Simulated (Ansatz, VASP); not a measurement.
## GaN: VASP beside Ansatz

```
CELL_PARAMETERS angstrom
3.18247 0.00000 0.00000
-1.59123 2.75610 0.00000
0.00000 0.00000 5.18499
ATOMIC_POSITIONS crystal
Ga 0.33333 0.66667 0.99919
Ga 0.66667 0.33333 0.49919
N 0.33333 0.66667 0.37581
N 0.66667 0.33333 0.87581
```

Alike in both runs: functional PBEsol; k mesh 12 × 12 × 4; no spin polarisation.

Ansatz relaxed the structure, and its values are those at the end. VASP's run is a single point on that final structure, the one shown.

|  | VASP | Ansatz |
| --- | --- | --- |
| version | VASP 6.6.1 | Ansatz 0.2.0 |
| potentials or method | VASP PAW PBE potentials, release 64 (Ga_d, N), cutoff 520 eV | plane waves, PAW |
| occupations | gaussian, width 0.01 eV | fixed |
| valence electrons in the cell | 36 | 36 |

|  | VASP | Ansatz | Ansatz less VASP |
| --- | --- | --- | --- |
| pressure (GPa) | -0.2 | 0.0 | +0.19 |

VASP's potentials were made for PBE, not for PBEsol.
